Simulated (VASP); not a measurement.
# Pd: single point with PBE

The system is Pd.

```
CELL_PARAMETERS angstrom
0.00000 1.95000 1.95000
1.95000 0.00000 1.95000
1.95000 1.95000 0.00000
ATOMIC_POSITIONS crystal
Pd 0.00000 0.00000 0.00000
```

* Program: VASP 6.6.1
* Task: single point
* Functional: PBE
* Potentials or basis: VASP PAW PBE potentials, release 64 (Pd)
* Cutoff: 500 eV
* k mesh: 10 × 10 × 10
* Occupations: fermi-dirac, width 0.1 eV
* Spin: no spin polarisation
* Dipole correction: no
* Further INCAR settings: ALGO = Normal; EDIFF = 1e-06; NBANDS = 11

The pressure is 5.9 GPa and the band gap on the k mesh is zero (band 5 reaches 9.99 eV, above the bottom of band 6 at 8.43 eV).

Levels at points of the mesh, in eV from the Fermi level:
| k point | band 1 | band 2 | band 3 | band 4 | band 5 | band 6 | band 7 | band 8 | band 9 | band 10 |
| --- | --- | --- | --- | --- | --- | --- | --- | --- | --- | --- |
| (0.00, 0.00, 0.00) | -7.14 | -2.85 | -2.85 | -2.85 | -1.26 | -1.26 | 17.15 | 21.89 | 21.89 | 21.89 |
| (0.50, 0.00, 0.00) | -5.29 | -2.90 | -2.90 | -0.06 | -0.06 | 0.98 | 7.24 | 16.50 | 21.01 | 21.01 |
| (0.50, 0.50, 0.00) | -5.39 | -5.10 | -0.10 | 0.25 | 0.25 | 3.31 | 10.67 | 13.14 | 13.14 | 21.45 |

It took 3 s on 1 thread of Intel(R) Xeon(R) 6975P-C (Granite Rapids), on a shared host, peak memory 0.12 GiB.
